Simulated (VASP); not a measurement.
Crystal: GaAs.

```xyz
2
Lattice="0.0000 2.8268 2.8268 2.8268 0.0000 2.8268 2.8268 2.8268 0.0000" Properties=species:S:1:pos:R:3 pbc="T T T"
As    4.2403    4.2403    4.2403
Ga    0.0000    0.0000    0.0000
```

- Program: VASP 6.6.1
- Task: relaxation of cell and atoms
- Functional: RPBE
- Dispersion: D3(BJ)
- Potentials or basis: VASP PAW PBE potentials, release 64 (As, Ga_d)
- Cutoff: 600 eV
- k mesh: 8 × 8 × 8
- Occupations: fermi-dirac, width 0.05 eV
- Spin: no spin polarisation

At the start: pressure -5.6 GPa; volume 22.59 Å³/atom.

Where does the relaxation end?

Over 3 steps the energy falls by 33.8 meV/atom and the volume is 20.79 Å³/atom (-8.0 %); space group F-43m (No. 216, to 0.05 Å).

The path:
```
step  energy change (eV)  largest force (eV/Å)  pressure (GPa)  volume (Å³)
   1              0.0000                0.0000           -5.59        45.18
   2             -0.0556                0.0000            2.91        40.22
   3             -0.0677                0.0000            0.03        41.58
```

Final structure:
```
CELL_PARAMETERS angstrom
0.00000 2.74974 2.74974
2.74974 0.00000 2.74974
2.74974 2.74974 0.00000
ATOMIC_POSITIONS crystal
As 0.75000 0.75000 0.75000
Ga 0.00000 0.00000 0.00000
```

Caveat: the PAW data sets were made with another functional, which shifts forces and pressure a little.
